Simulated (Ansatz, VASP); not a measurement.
**YF: VASP beside Ansatz**

```
Y F
1.0
     3.87215    0.00000    0.00000
    -1.93607    3.35338    0.00000
     0.00000    0.00000    6.38138
Y F
2 2
Direct
  0.33333 0.66667 0.37251
  0.66667 0.33333 0.87251
  0.33333 0.66667 0.00063
  0.66667 0.33333 0.50063
```

Alike in both runs: functional PBE; k mesh 6 × 6 × 4; occupations gaussian, width 0.1 eV; no spin polarisation.

Ansatz relaxed the structure, and its values are those at the end. VASP's run is a single point on that final structure, the one shown.

|  | VASP | Ansatz |
| --- | --- | --- |
| version | VASP 6.6.1 | Ansatz 0.2.0 |
| potentials or method | VASP PAW PBE potentials, release 64 (Y_sv, F), cutoff 520 eV | scalar-relativistic, plane waves, PAW |
| valence electrons in the cell | 36 | 36 |

```csv
,VASP,Ansatz,Ansatz less VASP
gap on the k mesh at the Fermi level (eV),none,none,-
pressure (GPa),0.0,0.1,+0.09
rms of the force components (eV/Å),0.013,0.013,-0.0009
```

A gap of «none» marks a metal or a gap that the smearing closes. With one functional, cell and mesh, what is left measures potentials, basis and numerics.
